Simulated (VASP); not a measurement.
Input of a VASP 6.6.1 run:

The input INCAR:

```
SYSTEM = Be
  PREC = Accurate
  ENCUT = 600
  EDIFF = 1E-6
  ISMEAR = -1
  SIGMA = 0.05
  LREAL = .False.
  LASPH = .True.
  NELM = 80
  ALGO = Normal
  ISIF = 3
  LWAVE = .False.
  LCHARG = .False.
  GGA = PS
  IBRION = 2
  NSW = 32
  EDIFFG = -0.005
  PSTRESS = 1400.0
```

KPOINTS

```
regular mesh
0
Gamma
  25 25 25
  0 0 0
```

POSCAR

```
Be
1.0
   -1.0569810652      1.0569810652      1.0569810652
    1.0569810652     -1.0569810652      1.0569810652
    1.0569810652      1.0569810652     -1.0569810652
Be
1
Direct
    0.0000000000      0.0000000000      0.0000000000
```

Potentials or basis: VASP PAW PBE potentials, release 64 (Be).

Run with:

```console
$ cat potpaw_PBE.64/Be/POTCAR > POTCAR
$ mpirun -np 1 vasp_std > vasp.out
```

(1) What does it give for the band gap on the k mesh?

(2) What does it give for the relaxed volume?

(3) Predict the space group after relaxing (to 0.1 Å).

(4) Predict the relaxed cell.

Answers

(1) zero (bands 1 and 2 overlap by 7.35 eV).

(2) 4.74 Å³/atom.

(3) Im-3m (No. 229).

(4) a = 1.832 Å, b = 1.832 Å, c = 1.832 Å, α = 109.47°, β = 109.47°, γ = 109.47°.

Caveat: the cell is relaxed towards a set pressure, so the run minimises the enthalpy, not the energy; the PAW data sets were made with another functional, which shifts forces and pressure a little.
